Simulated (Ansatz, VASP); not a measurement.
## MgO: VASP beside Ansatz

File INCAR:

```
SYSTEM = MgO
  ALGO = Normal
  EDIFF = 1E-6
  ENCUT = 520
  GGA = PS
  ISIF = 2
  ISMEAR = 0
  LASPH = .True.
  LCHARG = .False.
  LREAL = .False.
  LWAVE = .False.
  NBANDS = 11
  NELM = 80
  PREC = Accurate
  SIGMA = 0.01
```

The input KPOINTS:

```
k-points
0
Gamma
  6 6 6
  0 0 0
```

File POSCAR:

```
MgO
1.0
    0.0000000000      2.1119935000      2.1119935000
    2.1119935000      0.0000000000      2.1119935000
    2.1119935000      2.1119935000      0.0000000000
Mg O
1 1
Direct
    0.0000000000      0.0000000000      0.0000000000
    0.5000000000      0.5000000000      0.5000000000
```

Input for Ansatz:

```yaml
crystal:
  atoms:
  - position: [0.0, 0.0, 0.0]
    symbol: Mg
  - position: [0.5, 0.5, 0.5]
    symbol: O
  lattice:
  - [0.0, 2.1119935, 2.1119935]
  - [2.1119935, 0.0, 2.1119935]
  - [2.1119935, 2.1119935, 0.0]
hamiltonian:
  dispersion: none
  pseudopotentials:
    kind: all_electron
    lapw: {}
    relativity: scalar
  xc: pbesol
kpoints:
  mp_grid:
    grid: [6, 6, 6]
    shift: [0, 0, 0]
magnetization: {spin_polarized: false}
output: {forces: true, stress: true}
scf:
  occupations: {method: fixed}
```

Alike in both runs: task single point; functional PBEsol; k mesh 6 × 6 × 6; no spin polarisation.

```csv
,VASP,Ansatz
version,VASP 6.6.1,Ansatz 0.2 development build
potentials or method,"VASP PAW PBE potentials, release 64 (Mg, O), cutoff 520 eV","all-electron full-potential LAPW, scalar-relativistic"
occupations,"gaussian, width 0.01 eV",fixed
```

```csv
,VASP,Ansatz,Ansatz less VASP
gap on the k mesh at the Fermi level (eV),4.55,4.55,+0.002
pressure (GPa),-1.6,-1.0,+0.60
```

VASP's potentials were made for PBE, not for PBEsol. Ansatz ran all-electron here, and VASP with PAW potentials.

The k mesh is coarse, so the values compare programs but aren't converged.
